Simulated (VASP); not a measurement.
HfO2 (kl), 3 atoms in the cell. It takes space group Fm-3m (No. 225, cubic). Conventional cell: a = 5.032 Å, b = 5.032 Å, c = 5.032 Å, α = 90.00°, β = 90.00°, γ = 90.00°. Within 2.9 Å of Hf (site symmetry m-3m) lie 8 O at 2.18 Å. Within 2.9 Å of O (site symmetry -43m) lie 4 Hf at 2.18 Å and 6 O at 2.52 Å. 

| Quantity | Value |
| --- | --- |
| Program | VASP 6.6.1 |
| Task | single point |
| Functional | LDA |
| Potentials or basis | VASP PAW LDA potentials, release 64 (Hf_pv, O) |
| Cutoff | 600 eV |
| k mesh | 6 × 6 × 6 |
| Occupations | gaussian, width 0.1 eV |
| Spin | no spin polarisation |
| Dipole correction | no |
| Further INCAR settings | ALGO = Normal; EDIFF = 1e-06; NBANDS = 18 |

Potentials or basis: VASP PAW LDA potentials, release 64 (Hf_pv, O).

Command:

```console
$ cat potpaw_LDA.64/Hf_pv/POTCAR potpaw_LDA.64/O/POTCAR > POTCAR
$ mpirun -np 1 vasp_std > vasp.out
```

Hardware: 1 thread of Intel Xeon 6975P-C, on a shared host.

**Question.** How long does it take, and how much memory?

**Answer.** It took 10 s on 1 thread of Intel Xeon 6975P-C, on a shared host, peak memory 0.15 GiB. Counts: scf iterations 12, k points 16.
